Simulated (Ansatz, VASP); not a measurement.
**Co in VASP and in Ansatz**

INCAR

```
PREC     = Accurate       # precision mode
ENCUT    = 520            # plane-wave cutoff, eV
EDIFF    = 1E-6           # SCF threshold, eV
ISMEAR   = 1              # smearing method
SIGMA    = 0.1            # smearing width, eV
LREAL    = False          # projectors in reciprocal space
LASPH    = True           # aspherical terms in the spheres
NELM     = 150            # most SCF steps
ALGO     = Normal         # electronic algorithm
ISIF     = 2              # what is computed and relaxed
LWAVE    = False          # write WAVECAR
LCHARG   = True           # write CHGCAR
ISPIN    = 2              # spin polarisation
MAGMOM   = 1.558 1.558    # initial moments
LORBIT   = 11             # projections on sites
LMAXMIX  = 4              # l up to which the mixer works
LELF     = True           # ELF
LVHAR    = True         
NBANDS   = 20             # bands
```

KPOINTS

```
Automatic mesh
0
Gamma
  15 15 8
```

POSCAR

```
Co
1.0
    2.4273810165      0.0000000000      0.0000000000
   -1.2136905082      2.1021736250      0.0000000000
    0.0000000000      0.0000000000      3.9230481332
Co
2
Direct
    0.3333333333      0.6666666667      0.2500000000
    0.6666666667      0.3333333333      0.7500000000
```

Input for Ansatz:

```yaml
crystal:
  lattice:
    - [2.4273810165, 0.0, 0.0]
    - [-1.2136905082, 2.102173625, 0.0]
    - [0.0, 0.0, 3.9230481332]
  atoms:
    - { symbol: Co, position: [0.3333333333, 0.6666666667, 0.25], spin: 1.558 }
    - { symbol: Co, position: [0.6666666667, 0.3333333333, 0.75], spin: 1.558 }
hamiltonian:
  xc: lda
  pseudopotentials:
    kind: paw
    azcp:
      Co: "pseudopotentials/Co.paw.azcp"
basis:
  ecutwfc: 420
  fft_grid_basis: typed
kpoints:
  mp_grid: { grid: [15, 15, 8], shift: [0, 0, 0] }
magnetization:
  spin_polarized: true
scf:
  occupations: { method: methfessel_paxton, width: 0.1 }
  lower_state_search: "off"
output:
  stress: true
```

Alike in both runs: task single point; functional LDA; k mesh 15 × 15 × 8; occupations methfessel-paxton of order 1, width 0.1 eV; collinear spin.

|  | VASP | Ansatz |
| --- | --- | --- |
| version | VASP 6.6.1 | Ansatz 0.2.0 |
| potentials or method | VASP PAW LDA potentials, release 64 (Co), cutoff 520 eV | plane waves (420 eV) with PAW, scalar-relativistic |
| valence electrons in the cell | 18 | 34 |

|  | VASP | Ansatz | Ansatz less VASP |
| --- | --- | --- | --- |
| pressure (GPa) | -1.0 | 0.3 | +1.26 |
| traceless stress, the component that is largest in VASP (GPa) | -0.67 | -0.72 | -0.046 |
| net moment per atom (μB) | 1.50 | 1.53 | +0.029 |
| size of the moment on the site where the two differ most (μB) | 1.49 | 1.57 | +0.080 |

Ansatz warns that its potentials were made for another functional, while VASP's fit it. LDA's correlation is that of Perdew and Zunger in VASP and of Perdew and Wang (1992) in Ansatz. Site moments also hang on the region over which each program counts them. VASP's potentials hold 18 valence electrons a cell and Ansatz's 34, so a difference there can come from the potentials and not from the codes. Ansatz's warnings: stability check not made.
